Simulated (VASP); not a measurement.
# WC (Fm-3m) in VASP: single point with PBE

Aim: the single point of WC with PBE.

All numbers are computed with VASP 6.6.1; they aren't measurements. Logs are shortened: lines on timing, memory, paths and dates and some standing lists are left out, and cuts for length are marked.

## 1. The cell of the first run

It takes space group Fm-3m (No. 225, cubic). Conventional cell: a = 4.381 Å, b = 4.381 Å, c = 4.381 Å, α = 90.00°, β = 90.00°, γ = 90.00°. W (site symmetry m-3m) has 6 C at 2.19 Å within 2.9 Å. C (site symmetry m-3m) has 6 W at 2.19 Å within 2.9 Å.

## 2. Single point, PBE

INCAR

```
SYSTEM = WC
PREC = Accurate
ENCUT = 600
EDIFF = 1E-6
ISMEAR = 0
SIGMA = 0.1
LREAL = .FALSE.
LASPH = .TRUE.
NELM = 120
ALGO = Normal
ISIF = 2
LWAVE = .FALSE.
LCHARG = .FALSE.
GGA = PE
NBANDS = 16
GGA_COMPAT = .FALSE.
```

KPOINTS

```
Automatic mesh
0
G
  8 8 8
  0 0 0
```

POSCAR

```
WC
1.0
    0.0000000000      2.1904003773      2.1904003773
    2.1904003773      0.0000000000      2.1904003773
    2.1904003773      2.1904003773      0.0000000000
W C
1 1
Direct
    0.5000000000      0.5000000000      0.5000000000
    0.0000000000      0.0000000000      0.0000000000
```

Potentials or basis: VASP PAW PBE potentials, release 64 (W_sv, C).

On the command line:

```bash
$ cat potpaw_PBE.64/W_sv/POTCAR potpaw_PBE.64/C/POTCAR > POTCAR
$ mpirun -np 1 vasp_std > vasp.out
```

OUTCAR:

```text
SYSTEM = WC
   PREC = Accurate
   ENCUT = 600
   EDIFF = 1E-6
   ISMEAR = 0
   LREAL = .FALSE.
   LASPH = .TRUE.
   NELM = 120
   ISIF = 2
   GGA = PE

 ion  position               nearest neighbor table
   1  0.500  0.500  0.500-   2 2.19   2 2.19   2 2.19   2 2.19   2 2.19   2 2.19
   2  0.000  0.000  0.000-   1 2.19   1 2.19   1 2.19   1 2.19   1 2.19   1 2.19

  LATTYP: Found a face centered cubic cell.
 ALAT       =     4.3808007546

  Lattice vectors:

 A1 = (   0.0000000000,   2.1904003773,   2.1904003773)
 A2 = (   2.1904003773,   0.0000000000,   2.1904003773)
 A3 = (   2.1904003773,   2.1904003773,   0.0000000000)

Analysis of symmetry for initial positions (statically):
=====================================================================
 Subroutine PRICEL returns:
 Original cell was already a primitive cell.

 Routine SETGRP: Setting up the symmetry group for a
 face centered cubic supercell.

 Subroutine GETGRP returns: Found 48 space group operations
 (whereof 48 operations were pure point group operations)
 out of a pool of 48 trial point group operations.

The static configuration has the point symmetry O_h .

Analysis of symmetry for dynamics (positions and initial velocities):
=====================================================================
 Subroutine PRICEL returns:
 Original cell was already a primitive cell.

 Routine SETGRP: Setting up the symmetry group for a
 face centered cubic supercell.

 Subroutine GETGRP returns: Found 48 space group operations
 (whereof 48 operations were pure point group operations)
 out of a pool of 48 trial point group operations.

The dynamic configuration has the point symmetry O_h .

 Subroutine INISYM returns: Found 48 space group operations
 (whereof 48 operations are pure point group operations),
 and found     1 'primitive' translations

----------------------------------------------------------------------------------------

                                     Primitive cell

  volume of cell :      21.0184

  direct lattice vectors                    reciprocal lattice vectors
     0.000000000  2.190400377  2.190400377    -0.228268770  0.228268770  0.228268770
     2.190400377  0.000000000  2.190400377     0.228268770 -0.228268770  0.228268770
     2.190400377  2.190400377  0.000000000     0.228268770  0.228268770 -0.228268770

  length of vectors
     3.097693921  3.097693921  3.097693921     0.395373107  0.395373107  0.395373107

  position of ions in fractional coordinates (direct lattice)
     0.500000000  0.500000000  0.500000000
     0.000000000  0.000000000  0.000000000

  ion indices of the primitive-cell ions
   primitive index   ion index
                 1           1
                 2           2

----------------------------------------------------------------------------------------

 KPOINTS: Automatic mesh

Automatic generation of k-mesh.
 Grid dimensions read from file:
 generate k-points for:    8    8    8

 Generating k-lattice:

  Cartesian coordinates                     Fractional coordinates (reciprocal lattice)
    -0.028533596  0.028533596  0.028533596     0.125000000  0.000000000  0.000000000
     0.028533596 -0.028533596  0.028533596     0.000000000  0.125000000  0.000000000
     0.028533596  0.028533596 -0.028533596     0.000000000  0.000000000  0.125000000

  Length of vectors
     0.049421638  0.049421638  0.049421638

  Shift w.r.t. Gamma in fractional coordinates (k-lattice)
     0.000000000  0.000000000  0.000000000

 Subroutine IBZKPT returns following result:
 ===========================================

 Found     29 irreducible k-points:

 Following reciprocal coordinates:
            Coordinates               Weight
  0.000000  0.000000  0.000000      1.000000
  0.125000  0.000000  0.000000      8.000000
  0.250000  0.000000  0.000000      8.000000
  0.375000  0.000000  0.000000      8.000000
  0.500000  0.000000  0.000000      4.000000
  0.125000  0.125000  0.000000      6.000000
[... 16 lines left out ...]
  0.500000  0.250000  0.125000     48.000000
 -0.375000  0.250000  0.125000     24.000000
 [... further k-points ...]
   k-points           NKPTS =     29   k-points in BZ     NKDIM =     29   number of bands    NBANDS=     16
   number of dos      NEDOS =    301   number of ions     NIONS =      2
   total plane-waves  NPLWV =  21952
   dimension x,y,z NGX =    28 NGY =   28 NGZ =   28
   dimension x,y,z NGXF=    56 NGYF=   56 NGZF=   56
   ions per type =               1   1
   NGX,Y,Z   is equivalent  to a cutoff of  15.03, 15.03, 15.03 a.u.
   NGXF,Y,Z  is equivalent  to a cutoff of  30.05, 30.05, 30.05 a.u.
 SYSTEM =  WC
   PREC   = accura    normal or accurate (medium, high low for compatibility)
   ISTART =      0    job   : 0-new  1-cont  2-samecut
   ICHARG =      2    charge: 1-file 2-atom 10-const
   ISPIN  =      1    spin polarized calculation?
   LNONCOLLINEAR =      F non collinear calculations
   LSORBIT =      F    spin-orbit coupling
   LASPH  =      T    aspherical Exc in radial PAW
   ENCUT  =  600.0 eV  44.10 Ry    6.64 a.u.   6.19  6.19  6.19*2*pi/ulx,y,z
   NELM   =    120;   NELMIN=  2; NELMDL= -5     # of ELM steps
   EDIFF  = 0.1E-05   stopping-criterion for ELM
   LREAL  =      F    real-space projection
   EDIFFG = 0.1E-04   stopping-criterion for IOM
   NSW    =      0    number of steps for IOM
   IBRION =     -1    ionic relax: 0-MD 1-quasi-New 2-CG
   NFREE  =      0    steps in history (QN), initial steepest desc. (CG)
   ISIF   =      2    stress and relaxation
   ISYM   =      2    0-nonsym 1-usesym 2-fastsym
   POTIM  = 0.5000    time-step for ionic-motion
   TEBEG  =    0.0;   TEEND  =   0.0 temperature during run
   PSTRESS=    0.0 pullay stress
   NELECT =      18.0000    total number of electrons
   NUPDOWN=      -1.0000    fix difference up-down
   EMIN   =  10.00;   EMAX   =-10.00  energy-range for DOS
   EFERMI =   0.00;   METHOD = LEGACY
   ISMEAR =     0;   SIGMA  =   0.10  broadening in eV -4-tet -1-fermi 0-gaus
   EFERMI_NEDOS =   21; number of points for ismear=-14 and -15
   IALGO  =     38    algorithm
   IMIX   =      4    mixing-type and parameters
     AMIX     =   0.40;   BMIX     =  1.00
     AMIX_MAG =   1.60;   BMIX_MAG =  1.00
  volume/ion in A,a.u.               =      10.51        70.92
  Fermi-wavevector in a.u.,A,eV,Ry     =   1.554648  2.937859 32.884348  2.416931
  Thomas-Fermi vector in A             =   2.658704
   LORBIT       =      0    0 simple, 1 ext, 2 COOP (PROOUT), +10 PAW based schemes
   GGA     = PE    functional components
   LHFCALC =     F    Hartree Fock is set to
   AEXX    =    0.0000 exact exchange contribution
   IVDW    =     0    specifies the selected vdW correction
   LEPSILON=     F    determine dielectric tensor
   LRPA    =     F    only Hartree local field effects (RPA)
 non-spin polarized calculation
 Gauss-broadening in eV      SIGMA  =   0.10
  energy-cutoff  :      600.00
  volume of cell :       21.02
 maximum number of plane-waves:       725
 NGX is ok and might be reduce to    28
   NGX = 13   NGY = 13   NGZ = 13

 number of electron      18.0000002 magnetization

 Free energy of the ion-electron system (eV)
  ---------------------------------------------------
  ext. energy  EPLUGINS =         0.00000000
  ---------------------------------------------------
  free energy    TOTEN  =       -21.54440711 eV

  energy without entropy =      -21.53599582  energy(sigma->0) =      -21.54020147

 E-fermi :  12.5762     XC(G=0): -13.7326

 val. band max:       12.5215938189   @ k =   0.5000   0.1250   0.0000
 cond. band min:      12.6100601517   @ k =   0.1250   0.1250   0.0000
 fundamental gap:      0.0884663328
 Fermi energy:        12.5762050003

 k-point     1 :       0.0000    0.0000    0.0000
  band No.  band energies     occupation
      1     -62.9879      2.00000
      2     -26.9812      2.00000
      3     -26.9812      2.00000
      4     -26.9812      2.00000
      5      -3.3830      2.00000
      6       9.6943      2.00000
[... 8 lines left out ...]
     15      22.1255      0.00000
     16      35.6865      0.00000

 k-point     2 :       0.1250    0.0000    0.0000
  band No.  band energies     occupation
      1     -62.9824      2.00000
      2     -27.0714      2.00000
      3     -26.9909      2.00000
      4     -26.9909      2.00000
      5      -2.9494      2.00000
      6       8.3883      2.00000
[... 8 lines left out ...]
     15      23.1031      0.00000
     16      32.2553      0.00000

 k-point     3 :       0.2500    0.0000    0.0000
  band No.  band energies     occupation
      1     -62.9692      2.00000
      2     -27.2837      2.00000
      3     -27.0142      2.00000
      4     -27.0142      2.00000
      5      -1.7637      2.00000
      6       6.2251      2.00000
[... 8 lines left out ...]
     15      24.6848      0.00000
     16      29.5344      0.00000

 k-point     4 :       0.3750    0.0000    0.0000
  band No.  band energies     occupation
      1     -62.9560      2.00000
      2     -27.4890      2.00000
      3     -27.0373      2.00000
      4     -27.0373      2.00000
      5      -0.1213      2.00000
      6       4.1046      2.00000
[... 8 lines left out ...]
     15      25.6807      0.00000
     16      25.9526      0.00000
[... 324 lines left out ...]
 k-point    22 :       0.3750    0.2500    0.1250
  band No.  band energies     occupation
      1     -62.9593      2.00000
      2     -27.3278      2.00000
      3     -27.1265      2.00000
      4     -27.0485      2.00000
      5      -1.0996      2.00000
      6       5.1500      2.00000
[... 8 lines left out ...]
     15      25.3867      0.00000
     16      25.7254      0.00000

 k-point    23 :       0.5000    0.2500    0.1250
  band No.  band energies     occupation
      1     -62.9487      2.00000
      2     -27.4387      2.00000
      3     -27.1859      2.00000
      4     -27.0801      2.00000
      5      -0.0984      2.00000
      6       4.3345      2.00000
[... 8 lines left out ...]
     15      24.2657      0.00000
     16      25.4834      0.00000

 k-point    24 :      -0.3750    0.2500    0.1250
  band No.  band energies     occupation
      1     -62.9443      2.00000
      2     -27.4869      2.00000
      3     -27.2022      2.00000
      4     -27.0986      2.00000
      5       0.3983      2.00000
      6       3.9130      2.00000
[... 8 lines left out ...]
     15      24.6020      0.00000
     16      25.7855      0.00000

 [... further k-points ...]

------------------------ aborting loop because EDIFF is reached ----------------------------------------

  FORCE on cell =-STRESS in cart. coord.  units (eV):
  Direction    XX          YY          ZZ          XY          YZ          ZX
  --------------------------------------------------------------------------------------
  -------------------------------------------------------------------------------------
  Total        0.1192685      0.1192685      0.1192685      0.0000000     -0.0000000      0.0000000
  in kB        9.0915036      9.0915036      9.0915036      0.0000000     -0.0000000      0.0000000
  external PRESSURE =       9.0915036 kB  Pullay stress =       0.0000000 kB

 VOLUME and BASIS-vectors are now :
 -----------------------------------------------------------------------------
  energy-cutoff  :      600.00
  volume of cell :       21.02
      direct lattice vectors                 reciprocal lattice vectors
     0.000000000  2.190400377  2.190400377    -0.228268770  0.228268770  0.228268770
     2.190400377  0.000000000  2.190400377     0.228268770 -0.228268770  0.228268770
     2.190400377  2.190400377  0.000000000     0.228268770  0.228268770 -0.228268770

 POSITION                                       TOTAL-FORCE (eV/Angst)
 -----------------------------------------------------------------------------------
      2.19040      2.19040      2.19040         0.000000      0.000000      0.000000
      0.00000      0.00000      0.00000        -0.000000     -0.000000     -0.000000
 -----------------------------------------------------------------------------------
    total drift:                                0.000000      0.000000      0.000000

  FREE ENERGIE OF THE ION-ELECTRON SYSTEM (eV)
  ---------------------------------------------------
  free  energy   TOTEN  =       -21.5444071058 eV

  energy  without entropy=      -21.5359958247  energy(sigma->0) =      -21.54020147
```

Wall time 23 s (1 thread of AMD EPYC 7R43 (Zen 3), shared host); peak memory 0.13 GiB.

Results:

* Free energy: -21.5444 eV
* Pressure: 0.9 GPa
* Band gap on the k mesh: zero (bands 9 and 10 overlap by 3.12 eV)

Caveat: spin-orbit coupling is left out, which moves the levels of the heavy elements.
